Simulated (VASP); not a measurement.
Input of a VASP 6.6.1 run:

File POSCAR:

```
Ga
1.0
   -1.3935671902      1.3935671902      2.3265304007
    1.3935671902     -1.3935671902      2.3265304007
    1.3935671902      1.3935671902     -2.3265304007
Ga
1
Direct
    0.0000000000      0.0000000000      0.0000000000
```

Contents of INCAR.step1:

```
SYSTEM = Ga
PREC     = Accurate       ! precision mode
ENCUT    = 520            ! plane-wave cutoff, eV
ISMEAR   = -1             ! smearing method
SIGMA    = 0.05           ! smearing width, eV
LREAL    = .False.        ! projectors in reciprocal space
LASPH    = .True.         ! aspherical terms in the spheres
NELM     = 60             ! most SCF steps
NBANDS   = 12             ! bands
GGA      = PE             ! functional
ALGO     = Normal         ! electronic algorithm
EDIFF    = 1E-4           ! SCF threshold, eV
LWAVE    = .True.         ! write WAVECAR
LCHARG   = .False.        ! write CHGCAR
```

File INCAR.step2:

```
SYSTEM = Ga
PREC     = Accurate       ! precision mode
ENCUT    = 520            ! plane-wave cutoff, eV
EDIFF    = 1E-7           ! SCF threshold, eV
ISMEAR   = -1             ! smearing method
SIGMA    = 0.05           ! smearing width, eV
LREAL    = .False.        ! projectors in reciprocal space
LASPH    = .True.         ! aspherical terms in the spheres
NELM     = 60             ! most SCF steps
ALGO     = Normal         ! electronic algorithm
ISIF     = 2              ! what is computed and relaxed
LWAVE    = .False.        ! write WAVECAR
LCHARG   = .True.         ! write CHGCAR
METAGGA  = R2SCAN         ! meta-GGA
LMIXTAU  = .True.       
LELF     = .True.         ! ELF
LVHAR    = .True.       
NBANDS   = 12             ! bands
ISTART   = 1
```

KPOINTS

```
Automatic mesh
0
Gamma
  13 13 13
  0 0 0
```

Potentials or basis: VASP PAW PBE potentials, release 64 (Ga_d).

Command:

```console
$ cat potpaw_PBE.64/Ga_d/POTCAR > POTCAR
$ cp INCAR.step1 INCAR
$ mpirun -np 1 vasp_std > vasp.out
$ cp INCAR.step2 INCAR
$ mpirun -np 1 vasp_std > vasp.out
```

**Question.** Predict the pressure.

**Answer.** -1.0 GPa.

Stress tensor (GPa, compression positive):
```
-1.12  0.00  0.00
 0.00 -1.12  0.00
 0.00  0.00 -0.65
```

Caveat: the PAW data sets were made with another functional, which shifts forces and pressure a little.
